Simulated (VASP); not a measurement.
KBr, 2 atoms in the cell. Symmetry: Fm-3m, No. 225, cubic system. Conventional cell: a = 6.256 Å, b = 6.256 Å, c = 6.256 Å, α = 90.00°, β = 90.00°, γ = 90.00°. Within 4.1 Å of K (site symmetry m-3m) lie 6 Br at 3.13 Å. Within 4.1 Å of Br (site symmetry m-3m) lie 6 K at 3.13 Å.  This cell differs from its parent crystal: strain -0.050 along x and y, -0.050 along z.

| Property | Result |
| --- | --- |
| Program | VASP 6.6.1 |
| Task | single point |
| Functional | r2SCAN |
| Potentials or basis | VASP PAW PBE potentials, release 64 (K_sv, Br) |
| Cutoff | 520 eV |
| k mesh | 6 × 6 × 6 |
| Occupations | gaussian, width 0.05 eV |
| Spin | no spin polarisation |
| Dipole correction | no |
| Further INCAR settings | ALGO = Normal; EDIFF = 1e-06; NBANDS = 15 |

Potentials or basis: VASP PAW PBE potentials, release 64 (K_sv, Br).

The run is started by

```bash
$ cat potpaw_PBE.64/K_sv/POTCAR potpaw_PBE.64/Br/POTCAR > POTCAR
$ cp INCAR.step1 INCAR
$ mpirun -np 1 vasp_std > vasp.out
$ cp INCAR.step2 INCAR
$ mpirun -np 1 vasp_std > vasp.out
```

Hardware: 1 thread of Intel(R) Xeon(R) 6975P-C (Granite Rapids) (shared host).

Question: Estimate the wall time of this run.

Answer: It took 29 s on 1 thread of Intel(R) Xeon(R) 6975P-C (Granite Rapids), on a shared host, peak memory 0.21 GiB. Counts: k points 16.
